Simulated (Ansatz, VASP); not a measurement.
**One calculation of Pt, two programs**

The input POSCAR:

```
Pt
1.0
   -1.6079833000      1.6079833000      1.6317466000
    1.6079833000     -1.6079833000      1.6317466000
    1.6079833000      1.6079833000     -1.6317466000
Pt
1
Direct
    0.0000000000      0.0000000000      0.0000000000
```

File INCAR.step1:

```
SYSTEM = Pt
ALGO = Normal ; EDIFF = 1E-4
ENCUT = 520 ; GGA = PE
ISMEAR = 0 ; LASPH = .TRUE.
LCHARG = .FALSE. ; LREAL = .FALSE.
LWAVE = .TRUE. ; NBANDS = 11
NELM = 60 ; PREC = Accurate
SIGMA = 0.15
```

INCAR.step2

```
SYSTEM = Pt
ALGO = Normal ; EDIFF = 1E-6
ENCUT = 520 ; ISIF = 2
ISMEAR = 0 ; ISTART = 1
LASPH = .TRUE. ; LCHARG = .FALSE.
LMIXTAU = .TRUE. ; LREAL = .FALSE.
LWAVE = .FALSE. ; METAGGA = R2SCAN
NBANDS = 11 ; NELM = 60
PREC = Accurate ; SIGMA = 0.15
```

The input KPOINTS:

```
k-points
0
G
  22 22 22
  0 0 0
```

Input for Ansatz:

```yaml
crystal:
  lattice:
    - [-1.6079833, 1.6079833, 1.6317466]
    - [1.6079833, -1.6079833, 1.6317466]
    - [1.6079833, 1.6079833, -1.6317466]
  atoms:
    - { symbol: Pt, position: [0.0, 0.0, 0.0] }
basis:
  ecutwfc: 500
kpoints:
  mp_grid: { grid: [22, 22, 22] }
hamiltonian:
  xc: r2scan
scf:
  occupations: { method: gaussian, width: 0.15 }
output:
  forces: true
  stress: true
  eigenvalues: true
  write_density: true
  write_potential: true
  elf: true
  volumetric_format: npy
```

Change from the starting cell: strain +0.015 along x and y, +0.030 along z, atoms carried along.

Alike in both runs: task single point; functional r2SCAN; k mesh 22 × 22 × 22; occupations gaussian, width 0.15 eV; no spin polarisation.

|  | VASP | Ansatz |
| --- | --- | --- |
| version | VASP 6.6.1 | Ansatz 0.2.0 |
| potentials or method | VASP PAW PBE potentials, release 64 (Pt), cutoff 520 eV | scalar-relativistic, plane waves, PAW |
| valence electrons in the cell | 10 | 18 |

Ansatz gave:

```
gap on the k mesh at the Fermi level (eV)                     : none
pressure (GPa)                                                : -17.7
traceless stress, the component that is largest in VASP (GPa) : 0.68
```

What did VASP give for the same quantities?

gap on the k mesh at the Fermi level (eV): none; pressure (GPa): -17.4; traceless stress, the component that is largest in VASP (GPa): 0.69.

VASP's potentials were made for PBE, not for r2SCAN. A gap of «none» marks a metal or a gap that the smearing closes. VASP's potentials hold 10 valence electrons a cell and Ansatz's 18, so a difference there can come from the potentials and not from the codes.

Spin-orbit coupling is off throughout.
